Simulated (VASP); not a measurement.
# Ca in VASP: a series of runs

The runs below take Ca through single point, with PBE.

Everything below comes from runs of VASP 6.6.1. Logs are shortened: lines on timing, memory, paths and dates and some standing lists are left out, and cuts for length are marked.

## 1. The cell of the first run

The cell holds a slab with vacuum, 7 atoms: a = 3.907 Å, b = 5.525 Å, c = 26.720 Å, α = 90.00°, β = 90.00°, γ = 90.00°.

## 2. Single point, PBE

The input, INCAR:

```
SYSTEM = Ca
ALGO = Fast
DIPOL = 0.5 0.5 0.500
EDIFF = 1E-6
ENCUT = 520
GGA = PE
IDIPOL = 3
ISIF = 2
ISMEAR = 0
LASPH = .TRUE.
LCHARG = .FALSE.
LDIPOL = .TRUE.
LREAL = .FALSE.
LWAVE = .FALSE.
NBANDS = 44
NELM = 80
PREC = Accurate
SIGMA = 0.1
```

The input, KPOINTS:

```
k-points
0
G
  9 6 1
  0 0 0
```

The input, POSCAR:

```
Ca
1.0
    3.9066182645      0.0000000000      0.0000000000
    0.0000000000      5.5247925326      0.0000000000
    0.0000000000      0.0000000000     26.7198547934
Ca
7
Direct
    0.5000000000      0.5000000000      0.2806901481
    0.0000000000      0.0000000000      0.3537934321
    0.5000000000      0.5000000000      0.4268967160
    0.0000000000      0.0000000000      0.5000000000
    0.5000000000      0.5000000000      0.5731032840
    0.0000000000      0.0000000000      0.6462065679
    0.5000000000      0.5000000000      0.7193098519
```

Potentials or basis: VASP PAW PBE potentials, release 64 (Ca_sv).

Command:

```bash
$ cat potpaw_PBE.64/Ca_sv/POTCAR > POTCAR
$ mpirun -np 1 vasp_std > vasp.out
```

OUTCAR:

```text
SYSTEM = Ca
   EDIFF = 1E-6
   ENCUT = 520
   GGA = PE
   ISIF = 2
   ISMEAR = 0
   LASPH = .TRUE.
   LREAL = .FALSE.
   NELM = 80
   PREC = Accurate

 ion  position               nearest neighbor table
   1  0.500  0.500  0.281-
   2  0.000  0.000  0.354-
   3  0.500  0.500  0.427-
   4  0.000  0.000  0.500-
   5  0.500  0.500  0.573-
   6  0.000  0.000  0.646-
   7  0.500  0.500  0.719-

  LATTYP: Found a simple orthorhombic cell.
 ALAT       =     3.9066182645
 B/A-ratio  =     1.4142135624
 C/A-ratio  =     6.8396380154

  Lattice vectors:

 A1 = (   3.9066182645,   0.0000000000,   0.0000000000)
 A2 = (   0.0000000000,   5.5247925326,   0.0000000000)
 A3 = (   0.0000000000,   0.0000000000,  26.7198547934)

Analysis of symmetry for initial positions (statically):
=====================================================================
 Subroutine PRICEL returns:
 Original cell was already a primitive cell.

 Routine SETGRP: Setting up the symmetry group for a
 simple orthorhombic supercell.

 Subroutine GETGRP returns: Found  8 space group operations
 (whereof  8 operations were pure point group operations)
 out of a pool of  8 trial point group operations.

The static configuration has the point symmetry D_2h.

Analysis of symmetry for dynamics (positions and initial velocities):
=====================================================================
 Subroutine PRICEL returns:
 Original cell was already a primitive cell.

 Routine SETGRP: Setting up the symmetry group for a
 simple orthorhombic supercell.

 Subroutine GETGRP returns: Found  8 space group operations
 (whereof  8 operations were pure point group operations)
 out of a pool of  8 trial point group operations.

The dynamic configuration has the point symmetry D_2h.

 Subroutine INISYM returns: Found  8 space group operations
 (whereof  8 operations are pure point group operations),
 and found     1 'primitive' translations

----------------------------------------------------------------------------------------

                                     Primitive cell

  volume of cell :     576.7015

[... 91 lines left out ...]
   ENCUT  =  520.0 eV  38.22 Ry    6.18 a.u.   7.26 10.27 49.68*2*pi/ulx,y,z
   NELM   =     80;   NELMIN=  2; NELMDL= -5     # of ELM steps
   EDIFF  = 0.1E-05   stopping-criterion for ELM
   LREAL  =      F    real-space projection
[... 7 lines left out ...]
   TEBEG  =    0.0;   TEEND  =   0.0 temperature during run
   PSTRESS=    0.0 pullay stress
   NELECT =      70.0000    total number of electrons
   NUPDOWN=      -1.0000    fix difference up-down
   EMIN   =  10.00;   EMAX   =-10.00  energy-range for DOS
   EFERMI =   0.00;   METHOD = LEGACY
   ISMEAR =     0;   SIGMA  =   0.10  broadening in eV -4-tet -1-fermi 0-gaus
   EFERMI_NEDOS =   21; number of points for ismear=-14 and -15
   IALGO  =     68    algorithm
   IMIX   =      4    mixing-type and parameters
     AMIX     =   0.40;   BMIX     =  1.00
     AMIX_MAG =   1.60;   BMIX_MAG =  1.00
  volume/ion in A,a.u.               =      82.39       555.97
  Fermi-wavevector in a.u.,A,eV,Ry     =   0.810570  1.531755  8.939349  0.657024
  Thomas-Fermi vector in A             =   1.919770
   LORBIT       =      0    0 simple, 1 ext, 2 COOP (PROOUT), +10 PAW based schemes
   GGA     = PE    functional components
   LHFCALC =     F    Hartree Fock is set to
   AEXX    =    0.0000 exact exchange contribution
   IVDW    =     0    specifies the selected vdW correction
   LEPSILON=     F    determine dielectric tensor
   LRPA    =     F    only Hartree local field effects (RPA)
 non-spin polarized calculation
 RMM-DIIS sequential band-by-band and
 Gauss-broadening in eV      SIGMA  =   0.10
  energy-cutoff  :      520.00
  volume of cell :      576.70
 maximum number of plane-waves:     15569
 NGX is ok and might be reduce to    30
   NGX = 15   NGY = 21   NGZ = 99

 number of electron      70.0000007 magnetization

 dipolmoment           0.000000      0.000000      0.000000 electrons x Angstroem

 Free energy of the ion-electron system (eV)
  ---------------------------------------------------
  ext. energy  EPLUGINS =         0.00000000
  ---------------------------------------------------
  free energy    TOTEN  =       -12.06480634 eV

  energy without entropy =      -12.00817231  energy(sigma->0) =      -12.03648932

 E-fermi :  -0.2455     XC(G=0):  -4.6753

 val. band max:       -0.2458385153   @ k =   0.1111   0.0000   0.0000
 cond. band min:      -0.2452888110   @ k =   0.3333   0.1667   0.0000
 fundamental gap:      0.0005497043
 Fermi energy:        -0.2454737833

 k-point     1 :       0.0000    0.0000    0.0000
  band No.  band energies     occupation
      1     -43.0531      2.00000
      2     -43.0531      2.00000
      3     -42.3262      2.00000
      4     -42.3262      2.00000
      5     -42.2697      2.00000
      6     -42.2494      2.00000
[... 929 lines left out ...]
     43       0.4854      0.00000
     44       0.6486      0.00000

------------------------ aborting loop because EDIFF is reached ----------------------------------------

 vacuum level on the upper side and lower side of the slab       (xc-potential included)        -0.219        -0.219

  FORCE on cell =-STRESS in cart. coord.  units (eV):
  Direction    XX          YY          ZZ          XY          YZ          ZX
  --------------------------------------------------------------------------------------
  -------------------------------------------------------------------------------------
  Total        0.3113277     -1.7039147     -0.7246513      0.0000000      0.0000000      0.0000000
  in kB        0.8649227     -4.7337727     -2.0132078      0.0000000      0.0000000      0.0000000
  external PRESSURE =      -1.9606859 kB  Pullay stress =       0.0000000 kB

 VOLUME and BASIS-vectors are now :
 -----------------------------------------------------------------------------
  energy-cutoff  :      520.00
  volume of cell :      576.70
      direct lattice vectors                 reciprocal lattice vectors
     3.906618265  0.000000000  0.000000000     0.255975868  0.000000000  0.000000000
     0.000000000  5.524792533  0.000000000     0.000000000  0.181002272  0.000000000
     0.000000000  0.000000000 26.719854793     0.000000000  0.000000000  0.037425353

 POSITION                                       TOTAL-FORCE (eV/Angst)
 -----------------------------------------------------------------------------------
      1.95331      2.76240      7.50000         0.000000      0.000000      0.071373
      0.00000      0.00000      9.45331         0.000000      0.000000      0.008897
      1.95331      2.76240     11.40662         0.000000     -0.000000     -0.060659
      0.00000      0.00000     13.35993         0.000000      0.000000      0.000000
      1.95331      2.76240     15.31324         0.000000      0.000000      0.060659
      0.00000      0.00000     17.26655         0.000000      0.000000     -0.008897
      1.95331      2.76240     19.21985         0.000000      0.000000     -0.071373
 -----------------------------------------------------------------------------------
    total drift:                                0.000000      0.000000      0.000000

  FREE ENERGIE OF THE ION-ELECTRON SYSTEM (eV)
  ---------------------------------------------------
  free  energy   TOTEN  =       -12.0648063376 eV

  energy  without entropy=      -12.0081723103  energy(sigma->0) =      -12.03648932

 vacuum level on the upper side and lower side of the slab         2.315         2.315
```

OSZICAR:

```text
N       E                     dE             d eps       ncg     rms          rms(c)
DAV:   1     0.583957843740E+03    0.58396E+03   -0.34272E+04  2328   0.130E+03
DAV:   2     0.299370813766E+02   -0.55402E+03   -0.54832E+03  1952   0.389E+02
DAV:   3    -0.616600711230E+01   -0.36103E+02   -0.35603E+02  2800   0.646E+01
[... 22 lines left out ...]
RMM:  26    -0.120648000717E+02   -0.35134E-05   -0.35335E-05  1556   0.632E-03    0.288E-03
RMM:  27    -0.120648025448E+02   -0.24731E-05   -0.24453E-05  1466   0.528E-03    0.249E-03
RMM:  28    -0.120648042483E+02   -0.17035E-05   -0.17323E-05  1241   0.441E-03    0.277E-03
RMM:  29    -0.120648054661E+02   -0.12178E-05   -0.12367E-05  1223   0.389E-03    0.283E-03
RMM:  30    -0.120648063376E+02   -0.87149E-06   -0.89721E-06  1102   0.340E-03
   1 F= -.12064806E+02 E0= -.12036489E+02  d E =-.566340E-01
```

Wall time 15 min (1 thread of Intel Xeon 6975P-C (Granite Rapids), shared host); peak memory 0.75 GiB.

What came out:

```
Free energy            : -12.0648 eV
Largest force          : 0.071 eV/Å
Band gap on the k mesh : zero (bands 35 and 36 overlap by 0.28 eV)
```

Forces on the atoms (eV/Å):
```
Ca   0.000  0.000  0.071
Ca   0.000  0.000  0.009
Ca   0.000  0.000 -0.061
Ca   0.000  0.000  0.000
Ca   0.000  0.000  0.061
Ca   0.000  0.000 -0.009
Ca   0.000  0.000 -0.071
```

## 3. Single point, PBE

The input, INCAR:

```
ALGO = Fast
DIPOL = 0.5 0.5 0.500
EDIFF = 1E-6
ENCUT = 520
GGA = PE
IDIPOL = 3
ISIF = 2
ISMEAR = 0
LASPH = True
LCHARG = False
LDIPOL = True
LREAL = False
LWAVE = False
NBANDS = 44
NELM = 60
PREC = Accurate
SIGMA = 0.1
```

The input, KPOINTS:

```
k-points
0
Gamma
  9 6 1
```

The input, POSCAR:

```
Ca
1.0
    3.9066182645      0.0000000000      0.0000000000
    0.0000000000      5.5247925326      0.0000000000
    0.0000000000      0.0000000000     26.7198547934
Ca
7
Direct
    0.5000000000      0.5000000000      0.2847188899
    0.0000000000      0.0000000000      0.3556232412
    0.5000000000      0.5000000000      0.4269383896
    0.0000000000      0.0000000000      0.5000000490
    0.5000000000      0.5000000000      0.5730616331
    0.0000000000      0.0000000000      0.6443767000
    0.5000000000      0.5000000000      0.7152810972
```

Potentials or basis: VASP PAW PBE potentials, release 64 (Ca_sv).

Command:

```bash
$ cat potpaw_PBE.64/Ca_sv/POTCAR > POTCAR
$ mpirun -np 1 vasp_std > vasp.out
```

Run time: 17 min. Hardware: 1 thread of Intel Xeon 6975P-C (Granite Rapids), shared host; peak memory 0.75 GiB.

It converged, with:

- Free energy: -12.0719 eV
- Largest force: 0.011 eV/Å
- Band gap on the k mesh: zero (bands 35 and 36 overlap by 0.24 eV)

Forces on the atoms (eV/Å):
```
Ca   0.000  0.000 -0.011
Ca   0.000  0.000  0.001
Ca   0.000  0.000  0.006
Ca   0.000  0.000  0.000
Ca   0.000  0.000 -0.006
Ca   0.000  0.000 -0.001
Ca   0.000  0.000  0.011
```

Levels at points of the mesh, in eV from the Fermi level:
```csv
k point,band 32,band 33,band 34,band 35,band 36,band 37,band 38,band 39
"(0.00, 0.00, 0.00)",-1.70,-0.75,-0.35,-0.04,0.07,0.42,0.63,0.74
"(0.00, 0.50, 0.00)",-2.09,-1.64,-1.44,-1.10,-0.13,0.19,0.25,0.60
```
